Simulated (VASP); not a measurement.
Input of a VASP 6.6.1 run:

File POSCAR:

```
NbP
1.0
    1.5803074441     -4.4317386503      0.0000000000
    1.5803074441      4.4317386503      0.0000000000
    0.0000000000      0.0000000000      4.2605619752
Nb P
2 2
Direct
    0.3720713751      0.6279286249      0.7500000000
    0.6279286249      0.3720713751      0.2500000000
    0.9082995211      0.0917004789      0.2500000000
    0.0917004789      0.9082995211      0.7500000000
```

Contents of INCAR.step1:

```
SYSTEM = NbP
  PREC = Accurate
  ENCUT = 600
  ISMEAR = -1
  SIGMA = 0.03
  LREAL = .FALSE.
  LASPH = .TRUE.
  NELM = 100
  GGA = PE
  ALGO = Normal
  EDIFF = 1E-4
  LWAVE = .TRUE.
  LCHARG = .FALSE.
  LUSENCCL = .FALSE.
```

INCAR.step2

```
SYSTEM = NbP
  PREC = Accurate
  ENCUT = 600
  EDIFF = 1E-7
  ISMEAR = -1
  SIGMA = 0.03
  LREAL = .FALSE.
  LASPH = .TRUE.
  NELM = 100
  ALGO = Normal
  ISIF = 3
  LWAVE = .FALSE.
  LCHARG = .FALSE.
  METAGGA = R2SCAN
  LMIXTAU = .TRUE.
  LUSE_VDW = .TRUE.
  IVDW_NL = 2
  BPARAM = 11.95
  CPARAM = 0.0093
  IBRION = 2
  NSW = 100
  EDIFFG = -0.01
  ISTART = 1
  LUSENCCL = .FALSE.
```

Contents of KPOINTS:

```
regular mesh
0
G
  8 8 6
  0 0 0
```

Potentials or basis: VASP PAW PBE potentials, release 64 (Nb_sv, P).

The run is started by

```console
$ cat potpaw_PBE.64/Nb_sv/POTCAR potpaw_PBE.64/P/POTCAR > POTCAR
$ cp INCAR.step1 INCAR
$ mpirun -np 1 vasp_std > vasp.out
$ cp INCAR.step2 INCAR
$ mpirun -np 1 vasp_std > vasp.out
```

Q: What does it give for the relaxed cell?

A: a = 4.719 Å, b = 4.719 Å, c = 4.312 Å, α = 90.00°, β = 90.00°, γ = 140.33°.

Q: Predict the relaxed volume.

A: 15.33 Å³/atom.

Q: Estimate the space group after relaxing (to 0.1 Å).

A: Cmcm (No. 63).

Step by step:
```tsv
step	energy change (eV)	largest force (eV/Å)	pressure (GPa)	volume (Å³)
1	0.0000	0.1309	3.47	59.68
2	0.0066	0.3736	-4.94	62.51
3	-0.0153	0.2502	-0.55	60.95
4	-0.0220	0.1324	-0.07	61.06
5	-0.0220	0.1277	-0.05	61.06
6	-0.0249	0.1021	0.17	61.06
7	-0.0271	0.1366	0.63	61.04
8	-0.0285	0.0636	-0.27	61.35
9	-0.0285	0.0571	-0.35	61.38
10	-0.0290	0.0216	-0.10	61.34
11	-0.0291	0.0240	-0.05	61.33
12	-0.0291	0.0082	0.07	61.30
```

Caveat: the PAW data sets were made with another functional, which shifts forces and pressure a little.
